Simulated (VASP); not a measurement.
# InAs (P6_222) in VASP: notebook

InAs is run at these levels: PBE; tasks: single point.

All numbers are computed with VASP 6.6.1; they aren't measurements. Logs are shortened: lines on timing, memory, paths and dates and some standing lists are left out, and cuts for length are marked.

### Step 1. The cell of the first run

It takes space group P6_222 (No. 180, hexagonal). Conventional cell: a = 4.171 Å, b = 4.171 Å, c = 9.134 Å, α = 90.00°, β = 90.00°, γ = 120.00°. In (site symmetry 222) has 4 As at 2.58 Å within 3.4 Å. Within 3.4 Å of As (site symmetry 222) lie 4 In at 2.58 Å.

### Step 2. Single point, PBE

INCAR

```
SYSTEM = InAs
ALGO = Normal
EDIFF = 1E-7
ENCUT = 520
GGA = PE
ISIF = 2
ISMEAR = 0
LASPH = .True.
LCHARG = .False.
LREAL = .False.
LWAVE = .False.
NBANDS = 36
NELM = 100
PREC = Accurate
SIGMA = 0.1
```

KPOINTS

```
k-points
0
Gamma
  6 6 2
  0 0 0
```

POSCAR

```
InAs
1.0
    4.1708742900      0.0000000000      0.0000000000
   -2.0854371400      3.6120830900      0.0000000000
    0.0000000000      0.0000000000      9.1343490900
In As
3 3
Direct
    0.0000000000      0.5000000000      0.1666666700
    0.5000000000      0.5000000000      0.8333333300
    0.5000000000      0.0000000000      0.5000000000
    0.5000000000      0.5000000000      0.3333333300
    0.5000000000      0.0000000000      0.0000000000
    0.0000000000      0.5000000000      0.6666666700
```

Potentials or basis: VASP PAW PBE potentials, release 64 (In_d, As).

Launch:

```bash
> cat potpaw_PBE.64/In_d/POTCAR potpaw_PBE.64/As/POTCAR > POTCAR
> mpirun -np 1 vasp_std > vasp.out
```

OUTCAR:

```text
SYSTEM = InAs
   EDIFF = 1E-7
   ENCUT = 520
   GGA = PE
   ISIF = 2
   ISMEAR = 0
   LASPH = .True.
   LREAL = .False.
   NELM = 100
   PREC = Accurate

 ion  position               nearest neighbor table
   1  0.000  0.500  0.167-   4 2.58   4 2.58   5 2.58   5 2.58   3 3.69   3 3.69   2 3.69   2 3.69

   2  0.500  0.500  0.833-   6 2.58   6 2.58   5 2.58   5 2.58   3 3.69   3 3.69   1 3.69   1 3.69

   3  0.500  0.000  0.500-   4 2.58   4 2.58   6 2.58   6 2.58   2 3.69   2 3.69   1 3.69   1 3.69

   4  0.500  0.500  0.333-   1 2.58   1 2.58   3 2.58   3 2.58
   5  0.500  0.000  0.000-   2 2.58   2 2.58   1 2.58   1 2.58
   6  0.000  0.500  0.667-   2 2.58   2 2.58   3 2.58   3 2.58

  LATTYP: Found a hexagonal cell.
 ALAT       =     4.1708742900
 C/A-ratio  =     2.1900322222

  Lattice vectors:

 A1 = (   4.1708742900,   0.0000000000,   0.0000000000)
 A2 = (  -2.0854371400,   3.6120830900,   0.0000000000)
 A3 = (   0.0000000000,   0.0000000000,   9.1343490900)

Analysis of symmetry for initial positions (statically):
=====================================================================
 Subroutine PRICEL returns:
 Original cell was already a primitive cell.

 Routine SETGRP: Setting up the symmetry group for a
 hexagonal supercell.

 Subroutine GETGRP returns: Found 12 space group operations
 (whereof  4 operations were pure point group operations)
 out of a pool of 24 trial point group operations.

The static configuration has the point symmetry D_2 .
 The point group associated with its full space group is D_6 .

Analysis of symmetry for dynamics (positions and initial velocities):
=====================================================================
 Subroutine PRICEL returns:
 Original cell was already a primitive cell.

 Routine SETGRP: Setting up the symmetry group for a
 hexagonal supercell.

 Subroutine GETGRP returns: Found 12 space group operations
 (whereof  4 operations were pure point group operations)
 out of a pool of 24 trial point group operations.

The dynamic configuration has the point symmetry D_2 .
 The point group associated with its full space group is D_6 .

 Subroutine INISYM returns: Found 12 space group operations
 (whereof  4 operations are pure point group operations),
[... 90 lines left out ...]
   LASPH  =      T    aspherical Exc in radial PAW
   ENCUT  =  520.0 eV  38.22 Ry    6.18 a.u.   7.76  7.76 16.98*2*pi/ulx,y,z
   NELM   =    100;   NELMIN=  2; NELMDL= -5     # of ELM steps
   EDIFF  = 0.1E-06   stopping-criterion for ELM
   LREAL  =      F    real-space projection
   EDIFFG = 0.1E-05   stopping-criterion for IOM
   NSW    =      0    number of steps for IOM
   IBRION =     -1    ionic relax: 0-MD 1-quasi-New 2-CG
   NFREE  =      0    steps in history (QN), initial steepest desc. (CG)
   ISIF   =      2    stress and relaxation
   ISYM   =      2    0-nonsym 1-usesym 2-fastsym
   POTIM  = 0.5000    time-step for ionic-motion
   TEBEG  =    0.0;   TEEND  =   0.0 temperature during run
   PSTRESS=    0.0 pullay stress
   NELECT =      54.0000    total number of electrons
   NUPDOWN=      -1.0000    fix difference up-down
   EMIN   =  10.00;   EMAX   =-10.00  energy-range for DOS
   EFERMI =   0.00;   METHOD = LEGACY
   ISMEAR =     0;   SIGMA  =   0.10  broadening in eV -4-tet -1-fermi 0-gaus
   EFERMI_NEDOS =   21; number of points for ismear=-14 and -15
   IALGO  =     38    algorithm
   IMIX   =      4    mixing-type and parameters
     AMIX     =   0.40;   BMIX     =  1.00
     AMIX_MAG =   1.60;   BMIX_MAG =  1.00
  volume/ion in A,a.u.               =      22.94       154.78
  Fermi-wavevector in a.u.,A,eV,Ry     =   1.198538  2.264909 19.544690  1.436494
  Thomas-Fermi vector in A             =   2.334425
   LORBIT       =      0    0 simple, 1 ext, 2 COOP (PROOUT), +10 PAW based schemes
   GGA     = PE    functional components
   LHFCALC =     F    Hartree Fock is set to
   AEXX    =    0.0000 exact exchange contribution
   IVDW    =     0    specifies the selected vdW correction
   LEPSILON=     F    determine dielectric tensor
   LRPA    =     F    only Hartree local field effects (RPA)
 non-spin polarized calculation
 Gauss-broadening in eV      SIGMA  =   0.10
  energy-cutoff  :      520.00
  volume of cell :      137.61
 maximum number of plane-waves:      3732
 NGX is ok and might be reduce to    32
   NGX = 15   NGY = 15   NGZ = 33

 number of electron      54.0000015 magnetization

 Free energy of the ion-electron system (eV)
  ---------------------------------------------------
  ext. energy  EPLUGINS =         0.00000000
  ---------------------------------------------------
  free energy    TOTEN  =       -21.56172213 eV

  energy without entropy =      -21.56163738  energy(sigma->0) =      -21.56167975

 E-fermi :   6.6741     XC(G=0): -10.1441

 val. band max:        6.4556667044   @ k =   0.1667   0.0000   0.0000
 cond. band min:       6.8477723738   @ k =   0.0000   0.0000   0.0000
 fundamental gap:      0.3921056693
 Fermi energy:         6.6740779219

 k-point     1 :       0.0000    0.0000    0.0000
  band No.  band energies     occupation
      1      -8.2780      2.00000
      2      -8.2780      2.00000
      3      -8.2743      2.00000
      4      -8.2743      2.00000
      5      -8.2255      2.00000
      6      -8.1566      2.00000
[... 535 lines left out ...]
     35      12.5904      0.00000
     36      13.0070      0.00000

------------------------ aborting loop because EDIFF is reached ----------------------------------------

  FORCE on cell =-STRESS in cart. coord.  units (eV):
  Direction    XX          YY          ZZ          XY          YZ          ZX
  --------------------------------------------------------------------------------------
  -------------------------------------------------------------------------------------
  Total        9.1179680      9.1179680     10.3583961      0.0000000      0.0000000      0.0000000
  in kB      106.1564068    106.1564068    120.5981533      0.0000001      0.0000000      0.0000000
  external PRESSURE =     110.9703223 kB  Pullay stress =       0.0000000 kB

 VOLUME and BASIS-vectors are now :
 -----------------------------------------------------------------------------
  energy-cutoff  :      520.00
  volume of cell :      137.61
      direct lattice vectors                 reciprocal lattice vectors
     4.170874290  0.000000000  0.000000000     0.239757885  0.138424279  0.000000000
    -2.085437140  3.612083090  0.000000000     0.000000000  0.276848559  0.000000000
     0.000000000  0.000000000  9.134349090     0.000000000  0.000000000  0.109476876

 POSITION                                       TOTAL-FORCE (eV/Angst)
 -----------------------------------------------------------------------------------
     -1.04272      1.80604      1.52239        -0.000000     -0.000000      0.000000
      1.04272      1.80604      7.61196         0.000000      0.000000      0.000000
      2.08544      0.00000      4.56717        -0.000000     -0.000000     -0.000000
      1.04272      1.80604      3.04478        -0.000000     -0.000000     -0.000000
      2.08544      0.00000      0.00000         0.000000     -0.000000     -0.000000
     -1.04272      1.80604      6.08957        -0.000000      0.000000     -0.000000
 -----------------------------------------------------------------------------------
    total drift:                               -0.000000     -0.000000      0.000023

  FREE ENERGIE OF THE ION-ELECTRON SYSTEM (eV)
  ---------------------------------------------------
  free  energy   TOTEN  =       -21.5617221278 eV

  energy  without entropy=      -21.5616373754  energy(sigma->0) =      -21.56167975
```

OSZICAR:

```text
N       E                     dE             d eps       ncg     rms          rms(c)
DAV:   1     0.510382665586E+03    0.51038E+03   -0.24874E+04  1008   0.180E+03
DAV:   2     0.375106844364E+02   -0.47287E+03   -0.46052E+03  1008   0.440E+02
DAV:   3    -0.195917381494E+02   -0.57102E+02   -0.55850E+02  1224   0.168E+02
DAV:   4    -0.223062291459E+02   -0.27145E+01   -0.27049E+01  1256   0.366E+01
DAV:   5    -0.223981160613E+02   -0.91887E-01   -0.91865E-01  1424   0.646E+00    0.919E+00
DAV:   6    -0.216339361430E+02    0.76418E+00   -0.13546E+00  1376   0.156E+01    0.486E+00
DAV:   7    -0.215697342182E+02    0.64202E-01   -0.72161E-01  1576   0.559E+00    0.102E+00
DAV:   8    -0.215617936909E+02    0.79405E-02   -0.10530E-01  1512   0.345E+00    0.675E-01
DAV:   9    -0.215617099969E+02    0.83694E-04   -0.57897E-03  1452   0.672E-01    0.373E-01
DAV:  10    -0.215617375027E+02   -0.27506E-04   -0.20422E-03  1436   0.550E-01    0.111E-01
DAV:  11    -0.215617231411E+02    0.14362E-04   -0.68983E-04  1508   0.327E-01    0.159E-02
DAV:  12    -0.215617240197E+02   -0.87860E-06   -0.31961E-05  1276   0.369E-02    0.104E-02
DAV:  13    -0.215617225168E+02    0.15029E-05   -0.60774E-06  1508   0.115E-02    0.232E-03
DAV:  14    -0.215617222018E+02    0.31509E-06   -0.51005E-07  1116   0.607E-03    0.148E-03
DAV:  15    -0.215617221278E+02    0.74011E-07   -0.73893E-08   644   0.334E-03
   1 F= -.21561722E+02 E0= -.21561680E+02  d E =-.847523E-04
```

stdout:

```text
POSCAR found type information on POSCAR InAs
 POSCAR found :  2 types and       6 ions
 scaLAPACK will be used
 LDA part: xc-table for (Slater+PW92), standard interpolation
 POSCAR, INCAR and KPOINTS ok, starting setup
 FFT: planning ... GRIDC
 FFT: planning ... GRID_SOFT
 FFT: planning ... GRID
 WAVECAR not read
 entering main loop
```

Wall time 63 s (1 thread of Intel Xeon Platinum 8488C (Sapphire Rapids), shared host); peak memory 0.26 GiB.

What came out:

* Free energy: -21.5617 eV
* Pressure: 11.1 GPa
* Band gap on the k mesh: 0.39 eV, indirect (least direct gap 0.67 eV)

Stress tensor (GPa, compression positive):
```
10.62  0.00  0.00
 0.00 10.62  0.00
 0.00  0.00 12.06
```

Levels at points of the mesh, in eV from the valence-band top:
| k point | band 24 | band 25 | band 26 | band 27 | band 28 | band 29 | band 30 | band 31 |
| --- | --- | --- | --- | --- | --- | --- | --- | --- |
| (0.00, 0.00, 0.00) | -0.58 | -0.58 | -0.29 | -0.28 | 0.39 | 1.81 | 1.81 | 3.81 |
| (0.50, 0.00, 0.00) | -2.26 | -1.63 | -1.44 | -1.34 | 1.01 | 1.09 | 1.94 | 2.28 |
| (0.00, 0.00, 0.50) | -0.54 | -0.44 | -0.44 | 0.00 | 1.60 | 1.75 | 1.75 | 3.26 |
| (0.50, 0.00, 0.50) | -2.03 | -2.02 | -1.83 | -1.50 | 1.11 | 1.86 | 2.56 | 3.23 |

Caveat: spin-orbit coupling is left out, which moves the levels of the heavy elements.

### Step 3. Single point, PBE

This run uses another cell than the first one, of 26.41 Å³/atom, 1.151 times its volume.

INCAR

```
SYSTEM = InAs
PREC = Accurate
ENCUT = 520
EDIFF = 1E-6
ISMEAR = 0
SIGMA = 0.1
LREAL = .False.
LASPH = .True.
NELM = 80
ALGO = Normal
ISIF = 2
LWAVE = .False.
LCHARG = .False.
GGA = PE
NBANDS = 36
```

KPOINTS

```
Automatic mesh
0
Gamma
  6 6 2
  0 0 0
```

POSCAR

```
InAs
1.0
    4.3486241721     -0.0000000030      0.0000000000
   -2.1743120835      3.7660190061      0.0000000000
    0.0000000000      0.0000000000      9.6743021521
In As
3 3
Direct
    0.0000000000      0.5000000000      0.1666666667
    0.5000000000      0.5000000000      0.8333333333
    0.5000000000      0.0000000000      0.5000000000
    0.5000000000      0.5000000000      0.3333333333
    0.5000000000      0.0000000000      0.0000000000
    0.0000000000      0.5000000000      0.6666666667
```

Potentials or basis: VASP PAW PBE potentials, release 64 (In_d, As).

Launch:

```bash
> cat potpaw_PBE.64/In_d/POTCAR potpaw_PBE.64/As/POTCAR > POTCAR
> mpirun -np 1 vasp_std > vasp.out
```

It took 74 s on 1 thread of Intel Xeon Platinum 8488C (Sapphire Rapids), shared host; peak memory 0.27 GiB.

Results (log left out):

```yaml
Free_energy: -22.2226 eV
Pressure: 0.3 GPa
Band_gap_on_the_k_mesh: 0.24 eV, indirect (least direct gap 0.40 eV)
```

Levels at points of the mesh, in eV from the valence-band top:
| k point | band 24 | band 25 | band 26 | band 27 | band 28 | band 29 | band 30 | band 31 |
| --- | --- | --- | --- | --- | --- | --- | --- | --- |
| (0.00, 0.00, 0.00) | -0.68 | -0.34 | -0.34 | -0.16 | 0.24 | 1.73 | 1.73 | 3.49 |
| (0.50, 0.00, 0.00) | -1.79 | -1.34 | -1.18 | -1.06 | 0.84 | 1.00 | 2.17 | 2.39 |
| (0.00, 0.00, 0.50) | -0.32 | -0.26 | -0.26 | 0.00 | 1.34 | 1.34 | 1.67 | 2.93 |
| (0.50, 0.00, 0.50) | -1.76 | -1.63 | -1.42 | -1.25 | 0.89 | 1.80 | 2.55 | 2.80 |

Caveat: spin-orbit coupling is left out, which moves the levels of the heavy elements.
